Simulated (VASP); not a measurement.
A run of VASP 6.6.1:

POSCAR

```
ZnS
1.0
    0.0000000000      2.7046500000      2.7046500000
    2.7046500000      0.0000000000      2.7046500000
    2.7046500000      2.7046500000      0.0000000000
Zn S
1 1
Direct
   -0.0415950308     -0.0415950308     -0.0172292259
    0.7500000000      0.7500000000      0.7500000000
```

The input INCAR.step1:

```
  ALGO = Normal
  EDIFF = 1E-4
  ENCUT = 520
  GGA = PE
  ISMEAR = 0
  LASPH = T
  LCHARG = F
  LREAL = F
  LWAVE = T
  NBANDS = 16
  NELM = 60
  PREC = Accurate
  SIGMA = 0.05
```

Contents of INCAR.step2:

```
  ALGO = Normal
  EDIFF = 1E-7
  ENCUT = 520
  ISIF = 2
  ISMEAR = 0
  ISTART = 1
  LASPH = T
  LCHARG = F
  LMIXTAU = T
  LREAL = F
  LWAVE = F
  METAGGA = R2SCAN
  NBANDS = 16
  NELM = 60
  PREC = Accurate
  SIGMA = 0.05
```

Contents of KPOINTS:

```
k-points
0
Gamma
  8 8 8
```

Potentials or basis: VASP PAW PBE potentials, release 64 (Zn, S).

The run is started by

```sh
$ cat potpaw_PBE.64/Zn/POTCAR potpaw_PBE.64/S/POTCAR > POTCAR
$ cp INCAR.step1 INCAR
$ mpirun -np 1 vasp_std > vasp.out
$ cp INCAR.step2 INCAR
$ mpirun -np 1 vasp_std > vasp.out
```

Hardware: 1 thread of Intel(R) Xeon(R) 6975P-C (Granite Rapids) (shared host).

Task: Estimate the wall time of this run.

Result: It took 2.4 min on 1 thread of Intel(R) Xeon(R) 6975P-C (Granite Rapids) (shared host), peak memory 0.23 GiB. Counts: k points 150.
